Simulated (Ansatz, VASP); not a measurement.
**MgO: VASP beside Ansatz**

```
Mg O
1.0
     0.00000    2.15443    2.15443
     2.15443    0.00000    2.15443
     2.15443    2.15443    0.00000
Mg O
1 1
Direct
  0.00000 0.00000 0.00000
  0.50000 0.50000 0.50000
```

Alike in both runs: task relaxation of cell and atoms; functional PBE; k mesh 16 × 16 × 16; occupations fermi-dirac, width 0.1 eV; no spin polarisation.

|  | VASP | Ansatz |
| --- | --- | --- |
| version | VASP 6.6.1 | Ansatz 0.2.0 |
| potentials or method | VASP PAW PBE potentials, release 64 (Mg, O) | PAW with Ansatz's default frozen-core files, scalar-relativistic |
| plane-wave cutoff (eV) | 600 | 420 |
| valence electrons in the cell | 8 | 16 |

```tsv
	VASP	Ansatz	Ansatz less VASP
relaxed volume (Å³/atom)	9.56	9.62	+0.066
relaxed cell length with the largest relative difference (Å)	3.001	3.008	+0.0069
```

VASP's potentials hold 8 valence electrons a cell and Ansatz's 16, so a difference there can come from the potentials and not from the codes.
